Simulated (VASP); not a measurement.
A run of VASP 6.6.1:

The input INCAR:

```
SYSTEM = NaI
  PREC = Accurate
  ENCUT = 600
  EDIFF = 1E-6
  ISMEAR = -1
  SIGMA = 0.03
  LREAL = .FALSE.
  LASPH = .TRUE.
  NELM = 100
  ALGO = Normal
  ISIF = 3
  LWAVE = .FALSE.
  LCHARG = .FALSE.
  GGA = PS
  IBRION = 2
  NSW = 100
  EDIFFG = -0.01
```

The input KPOINTS:

```
regular mesh
0
G
  6 6 4
  0 0 0
```

The input POSCAR:

```
NaI
1.0
    6.1351463600     -2.1635293600      0.0000000000
    6.1351463600      2.1635293600      0.0000000000
   -1.8145509500      0.0000000000      5.0241921600
Na I
2 2
Direct
    0.1117967500      0.1117967500      0.9531586400
    0.8882032500      0.8882032500      0.0468413600
    0.3390724100      0.3390724100      0.3310443800
    0.6609275900      0.6609275900      0.6689556200
```

Potentials or basis: VASP PAW PBE potentials, release 64 (Na_pv, I).

The run is started by

```sh
$ cat potpaw_PBE.64/Na_pv/POTCAR potpaw_PBE.64/I/POTCAR > POTCAR
$ mpirun -np 1 vasp_std > vasp.out
```

Hardware: 1 thread of Intel(R) Xeon(R) 6975P-C (Granite Rapids) (shared host).

Task: How long does it take, and how much memory?

Result: It took 40 min on 1 thread of Intel(R) Xeon(R) 6975P-C (Granite Rapids) (shared host), peak memory 0.52 GiB. Counts: scf iterations 304, k points 47, ion steps 37.
